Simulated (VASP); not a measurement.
# InGaAs2 (P-4m2) in VASP: a series of runs

Runs on InGaAs2. Level: r2SCAN. Tasks: single point.

Everything below comes from runs of VASP 6.6.1. Logs are shortened: lines on timing, memory, paths and dates and some standing lists are left out, and cuts for length are marked.

## Step 1: The cell of the first run

It takes space group P-4m2 (No. 115, tetragonal). The conventional cell has a = 4.153 Å, b = 4.153 Å, c = 5.922 Å, α = 90.00°, β = 90.00°, γ = 90.00°. In (site symmetry -4m2) has 4 As at 2.62 Å within 3.5 Å. Within 3.3 Å of Ga (site symmetry -4m2) lie 4 As at 2.48 Å. Within 3.3 Å of As (site symmetry 2mm) lie 2 Ga at 2.48 Å and 2 In at 2.62 Å.

## Step 2: Single point, r2SCAN

Input file POSCAR:

```
InGaAs2
1.0
    4.1532821668      0.0000000000      0.0000000000
    0.0000000000      4.1532821668      0.0000000000
    0.0000000000      0.0000000000      5.9223026295
In Ga As
1 1 2
Direct
    0.0000000000      0.0000000000      0.5000000000
    0.5000000000      0.5000000000      0.0000000000
    0.5000000000      0.0000000000      0.7698871176
    0.0000000000      0.5000000000      0.2301128824
```

Input file INCAR.step1:

```
SYSTEM = InGaAs2
PREC = Accurate
ENCUT = 520
ISMEAR = 0
SIGMA = 0.01
LREAL = .FALSE.
LASPH = .TRUE.
NELM = 80
NBANDS = 26
GGA = PE
ALGO = Normal
EDIFF = 1E-4
LWAVE = .TRUE.
LCHARG = .FALSE.
```

Input file INCAR.step2:

```
SYSTEM = InGaAs2
PREC = Accurate
ENCUT = 520
EDIFF = 1E-7
ISMEAR = 0
SIGMA = 0.01
LREAL = .FALSE.
LASPH = .TRUE.
NELM = 80
ALGO = Normal
ISIF = 2
LWAVE = .FALSE.
LCHARG = .TRUE.
METAGGA = R2SCAN
LMIXTAU = .TRUE.
LELF = .TRUE.
LVHAR = .TRUE.
NBANDS = 26
ISTART = 1
```

Input file KPOINTS:

```
regular mesh
0
G
  8 8 6
  0 0 0
```

Potentials or basis: VASP PAW PBE potentials, release 64 (In_d, Ga_d, As).

Run with:

```bash
cat potpaw_PBE.64/In_d/POTCAR potpaw_PBE.64/Ga_d/POTCAR potpaw_PBE.64/As/POTCAR > POTCAR
cp INCAR.step1 INCAR
mpirun -np 1 vasp_std > vasp.out
cp INCAR.step2 INCAR
mpirun -np 1 vasp_std > vasp.out
```

OUTCAR:

```text
SYSTEM = InGaAs2
   PREC = Accurate
   ENCUT = 520
   EDIFF = 1E-7
   ISMEAR = 0
   LREAL = .FALSE.
   LASPH = .TRUE.
   NELM = 80
   ISIF = 2
   METAGGA = R2SCAN
   ISTART = 1

 ion  position               nearest neighbor table
   1  0.000  0.000  0.500-   3 2.62   4 2.62   4 2.62   3 2.62
   2  0.500  0.500  0.000-   3 2.48   4 2.48   3 2.48   4 2.48
   3  0.500  0.000  0.770-   2 2.48   2 2.48   1 2.62   1 2.62
   4  0.000  0.500  0.230-   2 2.48   2 2.48   1 2.62   1 2.62

  LATTYP: Found a simple tetragonal cell.
 ALAT       =     4.1532821668
 C/A-ratio  =     1.4259331275

  Lattice vectors:

 A1 = (   4.1532821668,   0.0000000000,   0.0000000000)
 A2 = (   0.0000000000,   4.1532821668,   0.0000000000)
 A3 = (   0.0000000000,   0.0000000000,   5.9223026295)

Analysis of symmetry for initial positions (statically):
=====================================================================
 Subroutine PRICEL returns:
 Original cell was already a primitive cell.

 Routine SETGRP: Setting up the symmetry group for a
 simple tetragonal supercell.

 Subroutine GETGRP returns: Found  8 space group operations
 (whereof  8 operations were pure point group operations)
 out of a pool of 16 trial point group operations.

The static configuration has the point symmetry D_2d.

Analysis of symmetry for dynamics (positions and initial velocities):
=====================================================================
 Subroutine PRICEL returns:
 Original cell was already a primitive cell.

 Routine SETGRP: Setting up the symmetry group for a
 simple tetragonal supercell.

 Subroutine GETGRP returns: Found  8 space group operations
 (whereof  8 operations were pure point group operations)
 out of a pool of 16 trial point group operations.

The dynamic configuration has the point symmetry D_2d.

 Subroutine INISYM returns: Found  8 space group operations
 (whereof  8 operations are pure point group operations),
 and found     1 'primitive' translations

----------------------------------------------------------------------------------------

                                     Primitive cell

  volume of cell :     102.1583

  direct lattice vectors                    reciprocal lattice vectors
     4.153282167  0.000000000  0.000000000     0.240773432  0.000000000  0.000000000
     0.000000000  4.153282167  0.000000000     0.000000000  0.240773432  0.000000000
     0.000000000  0.000000000  5.922302629     0.000000000  0.000000000  0.168853242

  length of vectors
     4.153282167  4.153282167  5.922302629     0.240773432  0.240773432  0.168853242

  position of ions in fractional coordinates (direct lattice)
     0.000000000  0.000000000  0.500000000
     0.500000000  0.500000000  0.000000000
     0.500000000  0.000000000  0.769887118
     0.000000000  0.500000000  0.230112882

  ion indices of the primitive-cell ions
   primitive index   ion index
                 1           1
                 2           2
                 3           3
                 4           4

----------------------------------------------------------------------------------------

 KPOINTS: regular mesh

Automatic generation of k-mesh.
 Grid dimensions read from file:
 generate k-points for:    8    8    6

 Generating k-lattice:

  Cartesian coordinates                     Fractional coordinates (reciprocal lattice)
     0.030096679  0.000000000  0.000000000     0.125000000  0.000000000  0.000000000
     0.000000000  0.030096679  0.000000000     0.000000000  0.125000000  0.000000000
     0.000000000  0.000000000  0.028142207     0.000000000  0.000000000  0.166666667

  Length of vectors
     0.030096679  0.030096679  0.028142207

  Shift w.r.t. Gamma in fractional coordinates (k-lattice)
     0.000000000  0.000000000  0.000000000

 Subroutine IBZKPT returns following result:
 ===========================================

 Found     60 irreducible k-points:

 Following reciprocal coordinates:
            Coordinates               Weight
  0.000000  0.000000  0.000000      1.000000
  0.125000  0.000000  0.000000      4.000000
  0.250000  0.000000  0.000000      4.000000
  0.375000  0.000000  0.000000      4.000000
  0.500000  0.000000  0.000000      2.000000
  0.125000  0.125000  0.000000      4.000000
[... 16 lines left out ...]
  0.375000  0.125000  0.166667     16.000000
  0.500000  0.125000  0.166667      8.000000
 [... further k-points ...]
   k-points           NKPTS =     60   k-points in BZ     NKDIM =     60   number of bands    NBANDS=     26
   number of dos      NEDOS =    301   number of ions     NIONS =      4
   total plane-waves  NPLWV =  49152
   dimension x,y,z NGX =    32 NGY =   32 NGZ =   48
   dimension x,y,z NGXF=    64 NGYF=   64 NGZF=   96
   ions per type =               1   1   2
   NGX,Y,Z   is equivalent  to a cutoff of  12.81, 12.81, 13.47 a.u.
   NGXF,Y,Z  is equivalent  to a cutoff of  25.62, 25.62, 26.95 a.u.
 SYSTEM =  InGaAs2
   PREC   = accura    normal or accurate (medium, high low for compatibility)
   ISTART =      1    job   : 0-new  1-cont  2-samecut
   ICHARG =      0    charge: 1-file 2-atom 10-const
   ISPIN  =      1    spin polarized calculation?
   LNONCOLLINEAR =      F non collinear calculations
   LSORBIT =      F    spin-orbit coupling
   LASPH  =      T    aspherical Exc in radial PAW
   ENCUT  =  520.0 eV  38.22 Ry    6.18 a.u.   7.72  7.72 11.01*2*pi/ulx,y,z
   NELM   =     80;   NELMIN=  2; NELMDL=  0     # of ELM steps
   EDIFF  = 0.1E-06   stopping-criterion for ELM
   LREAL  =      F    real-space projection
   EDIFFG = 0.1E-05   stopping-criterion for IOM
   NSW    =      0    number of steps for IOM
   IBRION =     -1    ionic relax: 0-MD 1-quasi-New 2-CG
   NFREE  =      0    steps in history (QN), initial steepest desc. (CG)
   ISIF   =      2    stress and relaxation
   ISYM   =      2    0-nonsym 1-usesym 2-fastsym
   POTIM  = 0.5000    time-step for ionic-motion
   TEBEG  =    0.0;   TEEND  =   0.0 temperature during run
   PSTRESS=    0.0 pullay stress
   NELECT =      36.0000    total number of electrons
   NUPDOWN=      -1.0000    fix difference up-down
   EMIN   =  10.00;   EMAX   =-10.00  energy-range for DOS
   EFERMI =   0.00;   METHOD = LEGACY
   ISMEAR =     0;   SIGMA  =   0.01  broadening in eV -4-tet -1-fermi 0-gaus
   EFERMI_NEDOS =   21; number of points for ismear=-14 and -15
   IALGO  =     38    algorithm
   IMIX   =      4    mixing-type and parameters
     AMIX     =   0.40;   BMIX     =  1.00
     AMIX_MAG =   1.60;   BMIX_MAG =  1.00
  volume/ion in A,a.u.               =      25.54       172.35
  Fermi-wavevector in a.u.,A,eV,Ry     =   1.156337  2.185161 18.192565  1.337116
  Thomas-Fermi vector in A             =   2.292958
   LORBIT       =      0    0 simple, 1 ext, 2 COOP (PROOUT), +10 PAW based schemes
   METAGGA = R2SCAN    functional components
   LHFCALC =     F    Hartree Fock is set to
   AEXX    =    0.0000 exact exchange contribution
   IVDW    =     0    specifies the selected vdW correction
   LEPSILON=     F    determine dielectric tensor
   LRPA    =     F    only Hartree local field effects (RPA)
 non-spin polarized calculation
 Gauss-broadening in eV      SIGMA  =   0.01
  energy-cutoff  :      520.00
  volume of cell :      102.16
 maximum number of plane-waves:      2768
 NGX is ok and might be reduce to    32
   NGX = 15   NGY = 15   NGZ = 23

 number of electron      35.9999987 magnetization

 Free energy of the ion-electron system (eV)
  ---------------------------------------------------
  ext. energy  EPLUGINS =         0.00000000
  ---------------------------------------------------
  free energy    TOTEN  =       -65.02107783 eV

  energy without entropy =      -65.02107783  energy(sigma->0) =      -65.02107783

 E-fermi :   3.9578     XC(G=0):  -9.8576

 val. band max:        3.9010935272   @ k =   0.0000   0.0000   0.0000
 cond. band min:       4.1861147119   @ k =   0.0000   0.0000   0.0000
 fundamental gap:      0.2850211847
 Fermi energy:         3.9578295410

 k-point     1 :       0.0000    0.0000    0.0000
  band No.  band energies     occupation
      1     -11.4575      2.00000
      2     -11.3820      2.00000
      3     -11.3820      2.00000
      4     -11.3412      2.00000
      5     -11.3062      2.00000
      6     -11.0515      2.00000
[... 18 lines left out ...]
     25      11.8550      0.00000
     26      13.7158      0.00000

 k-point     2 :       0.1250    0.0000    0.0000
  band No.  band energies     occupation
      1     -11.4546      2.00000
      2     -11.3873      2.00000
      3     -11.3816      2.00000
      4     -11.3396      2.00000
      5     -11.3073      2.00000
      6     -11.0450      2.00000
[... 18 lines left out ...]
     25      12.4858      0.00000
     26      12.9765      0.00000

 k-point     3 :       0.2500    0.0000    0.0000
  band No.  band energies     occupation
      1     -11.4478      2.00000
      2     -11.3997      2.00000
      3     -11.3804      2.00000
      4     -11.3357      2.00000
      5     -11.3099      2.00000
      6     -11.0320      2.00000
[... 18 lines left out ...]
     25      11.8859      0.00000
     26      12.0127      0.00000

 k-point     4 :       0.3750    0.0000    0.0000
  band No.  band energies     occupation
      1     -11.4411      2.00000
      2     -11.4120      2.00000
      3     -11.3793      2.00000
      4     -11.3319      2.00000
      5     -11.3125      2.00000
      6     -11.0269      2.00000
[... 18 lines left out ...]
     25      10.8135      0.00000
     26      11.1272      0.00000
[... 496 lines left out ...]
      1     -11.4457      2.00000
      2     -11.4044      2.00000
      3     -11.3788      2.00000
      4     -11.3349      2.00000
      5     -11.3113      2.00000
      6     -11.0312      2.00000
[... 18 lines left out ...]
     25      10.0037      0.00000
     26      11.9617      0.00000

 k-point    23 :       0.3750    0.1250    0.1667
  band No.  band energies     occupation
      1     -11.4413      2.00000
      2     -11.4161      2.00000
      3     -11.3770      2.00000
      4     -11.3314      2.00000
      5     -11.3141      2.00000
      6     -11.0252      2.00000
[... 18 lines left out ...]
     25      10.2525      0.00000
     26      11.8010      0.00000

 k-point    24 :       0.5000    0.1250    0.1667
  band No.  band energies     occupation
      1     -11.4396      2.00000
      2     -11.4210      2.00000
      3     -11.3763      2.00000
      4     -11.3300      2.00000
      5     -11.3153      2.00000
      6     -11.0266      2.00000
[... 18 lines left out ...]
     25      10.5761      0.00000
     26      11.0172      0.00000

 [... further k-points ...]

------------------------ aborting loop because EDIFF is reached ----------------------------------------

  FORCE on cell =-STRESS in cart. coord.  units (eV):
  Direction    XX          YY          ZZ          XY          YZ          ZX
  --------------------------------------------------------------------------------------
  -------------------------------------------------------------------------------------
  Total        0.0178530      0.0178530      0.0048488      0.0000000      0.0000000      0.0000000
  in kB        0.2799936      0.2799936      0.0760448      0.0000000      0.0000000      0.0000000
  external PRESSURE =       0.2120107 kB  Pullay stress =       0.0000000 kB

 VOLUME and BASIS-vectors are now :
 -----------------------------------------------------------------------------
  energy-cutoff  :      520.00
  volume of cell :      102.16
      direct lattice vectors                 reciprocal lattice vectors
     4.153282167  0.000000000  0.000000000     0.240773432  0.000000000  0.000000000
     0.000000000  4.153282167  0.000000000     0.000000000  0.240773432  0.000000000
     0.000000000  0.000000000  5.922302629     0.000000000  0.000000000  0.168853242

 POSITION                                       TOTAL-FORCE (eV/Angst)
 -----------------------------------------------------------------------------------
      0.00000      0.00000      2.96115        -0.000000      0.000000      0.000000
      2.07664      2.07664      0.00000         0.000000     -0.000000      0.000000
      2.07664      0.00000      4.55950         0.000000      0.000000     -0.002341
      0.00000      2.07664      1.36280        -0.000000      0.000000      0.002341
 -----------------------------------------------------------------------------------
    total drift:                                0.000000     -0.000000     -0.000000

  FREE ENERGIE OF THE ION-ELECTRON SYSTEM (eV)
  ---------------------------------------------------
  free  energy   TOTEN  =       -65.0210778314 eV

  energy  without entropy=      -65.0210778314  energy(sigma->0) =      -65.02107783
```

Run time: 11 min. Hardware: 1 thread of Intel Xeon 8259CL, shared host; peak memory 0.34 GiB.

What came out:

- Free energy: -65.0211 eV
- Pressure: 0.0 GPa
- Band gap on the k mesh: 0.28 eV

Forces on the atoms (eV/Å):
```
In   0.000  0.000  0.000
Ga   0.000  0.000  0.000
As   0.000  0.000 -0.002
As   0.000  0.000  0.002
```

Levels at points of the mesh, in eV from the valence-band top:
```csv
k point,band 14,band 15,band 16,band 17,band 18,band 19,band 20,band 21,band 22,band 23
"(0.00, 0.00, 0.00)",-2.60,-2.60,-0.17,0.00,0.00,0.28,1.84,2.17,4.13,4.13
"(0.50, 0.00, 0.00)",-5.06,-3.28,-3.00,-1.50,-0.86,2.37,3.51,5.24,5.37,5.65
"(0.50, 0.50, 0.00)",-5.90,-2.74,-2.56,-2.56,-2.38,1.76,1.76,1.93,2.26,9.96
"(0.00, 0.00, 0.50)",-3.92,-1.95,-1.95,-1.24,-1.24,2.18,2.30,3.21,3.67,6.54
"(0.50, 0.00, 0.50)",-6.09,-1.46,-1.15,-1.12,-0.77,0.92,1.47,4.59,4.95,5.05
"(0.50, 0.50, 0.50)",-5.63,-3.33,-3.25,-3.13,-3.13,4.57,4.66,4.73,4.73,5.48
```

Caveat: semilocal functionals underestimate gaps, and a narrow one can read as zero; the PAW data sets were made with another functional, which shifts forces and pressure a little; spin-orbit coupling is left out, which moves the levels of the heavy elements.

(Continued in part 2 of 2.)
